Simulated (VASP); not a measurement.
Wanted: the native input for a VASP 6.6.1 run.

```
Task                   : single point
Functional             : PBE
Potentials or basis    : VASP PAW PBE potentials, release 64 (Mg, O)
Cutoff                 : 520 eV
k mesh                 : 11 × 11 × 6
Occupations            : fermi-dirac, width 0.08 eV
Spin                   : no spin polarisation
Dipole correction      : no
Further INCAR settings : ALGO = Normal; EDIFF = 1e-07; NBANDS = 16
```

The structure of MgO (wurtzite type) lies in POSCAR:

```
MgO
1.0
    3.3142215805      0.0000000000      0.0000000000
   -1.6571107902      2.8702000824      0.0000000000
    0.0000000000      0.0000000000      5.1232447808
Mg O
2 2
Direct
    0.3333333333      0.6666666667     -0.0078731748
    0.6666666667      0.3333333333      0.4921268252
    0.3333333333      0.6666666667      0.3838731748
    0.6666666667      0.3333333333      0.8838731748
```

The input as run:

INCAR

```
SYSTEM = MgO
ALGO = Normal
EDIFF = 1E-7
ENCUT = 520
GGA = PE
ISIF = 2
ISMEAR = -1
LASPH = .True.
LCHARG = .False.
LREAL = .False.
LWAVE = .False.
NBANDS = 16
NELM = 80
PREC = Accurate
SIGMA = 0.08
```

KPOINTS

```
k-points
0
Gamma
  11 11 6
  0 0 0
```

Potentials or basis: VASP PAW PBE potentials, release 64 (Mg, O).

Launch:

```console
$ cat potpaw_PBE.64/Mg/POTCAR potpaw_PBE.64/O/POTCAR > POTCAR
$ mpirun -np 1 vasp_std > vasp.out
```

Results of the run:

* Pressure: -0.4 GPa
* Band gap on the k mesh: 3.40 eV, direct

It took 25 s on 1 thread of Intel(R) Xeon(R) 6975P-C (Granite Rapids), on a shared host, peak memory 0.2 GiB.
